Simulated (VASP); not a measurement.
Set up this calculation in VASP 6.6.1, as the native input.

* Task: single point
* Functional: PBE
* Potentials or basis: VASP PAW PBE potentials, release 64 (Zr_sv, Ti_sv, C)
* Cutoff: 520 eV
* k mesh: 6 × 6 × 6
* Occupations: gaussian, width 0.1 eV
* Spin: no spin polarisation
* Dipole correction: no
* Further INCAR settings: ALGO = Normal; EDIFF = 1e-06; NBANDS = 51

The structure of Zr2Ti3C5 lies in POSCAR:

```
Zr2Ti3C5
1.0
   -1.7070417600      2.4141216100      8.5352088000
    1.7070417600     -2.4141216100      8.5352088000
    1.7070417600      2.4141216100     -8.5352088000
Zr Ti C
2 3 5
Direct
    0.2000000000      0.2000000000      0.0000000000
    0.8000000000      0.8000000000      0.0000000000
    0.4000000000      0.4000000000      0.0000000000
    0.0000000000      0.0000000000      0.0000000000
    0.6000000000      0.6000000000      0.0000000000
    0.9000000000      0.4000000000      0.5000000000
    0.5000000000      0.0000000000      0.5000000000
    0.1000000000      0.6000000000      0.5000000000
    0.7000000000      0.2000000000      0.5000000000
    0.3000000000      0.8000000000      0.5000000000
```

The input as run:

INCAR

```
PREC = Accurate ; ENCUT = 520
EDIFF = 1E-6 ; ISMEAR = 0
SIGMA = 0.1 ; LREAL = F
LASPH = T ; NELM = 80
ALGO = Normal ; ISIF = 2
LWAVE = F ; LCHARG = F
GGA = PE ; NBANDS = 51
```

KPOINTS

```
Automatic mesh
0
Gamma
  6 6 6
```

Potentials or basis: VASP PAW PBE potentials, release 64 (Zr_sv, Ti_sv, C).

Launch:

```console
$ cat potpaw_PBE.64/Zr_sv/POTCAR potpaw_PBE.64/Ti_sv/POTCAR potpaw_PBE.64/C/POTCAR > POTCAR
$ mpirun -np 1 vasp_std > vasp.out
```

Results of the run:

```yaml
Pressure: -31.1 GPa
Largest_force: 0.676 eV/Å
Band_gap_on_the_k_mesh: zero (bands 40 and 41 overlap by 0.94 eV)
```

Caveat: the cell stands under tension.

It took 30 min on 1 thread of Intel(R) Xeon(R) Platinum 8259CL CPU @ 2.50GHz (Skylake/Cascade Lake) (shared host), peak memory 0.82 GiB.
